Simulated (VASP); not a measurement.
Input of a VASP 6.6.1 run:

File INCAR:

```
SYSTEM = Pb
PREC     = Accurate       ! precision mode
ENCUT    = 520            ! plane-wave cutoff, eV
EDIFF    = 1E-7           ! SCF threshold, eV
ISMEAR   = 0              ! smearing method
SIGMA    = 0.3            ! smearing width, eV
LREAL    = .FALSE.        ! projectors in reciprocal space
LASPH    = .TRUE.         ! aspherical terms in the spheres
NELM     = 60             ! most SCF steps
ALGO     = Normal         ! electronic algorithm
ISIF     = 2              ! what is computed and relaxed
LWAVE    = .FALSE.        ! write WAVECAR
LCHARG   = .FALSE.        ! write CHGCAR
NBANDS   = 13             ! bands
```

The input KPOINTS:

```
regular mesh
0
G
  11 11 11
  0 0 0
```

Contents of POSCAR:

```
Pb
1.0
    0.0000000000      2.4375492138      2.4375492138
    2.4375492138      0.0000000000      2.4375492138
    2.4375492138      2.4375492138      0.0000000000
Pb
1
Direct
    0.0000000000      0.0000000000      0.0000000000
```

Potentials or basis: VASP PAW LDA potentials, release 64 (Pb_d).

The run is started by

```console
$ cat potpaw_LDA.64/Pb_d/POTCAR > POTCAR
$ mpirun -np 1 vasp_std > vasp.out
```

Q: Predict the band gap on the k mesh.

A: Zero (band 7 reaches 15.25 eV, above the bottom of band 8 at 6.00 eV).

Q: Estimate the pressure.

A: 0.1 GPa.

Caveat: spin-orbit coupling is left out, which moves the levels of the heavy elements.
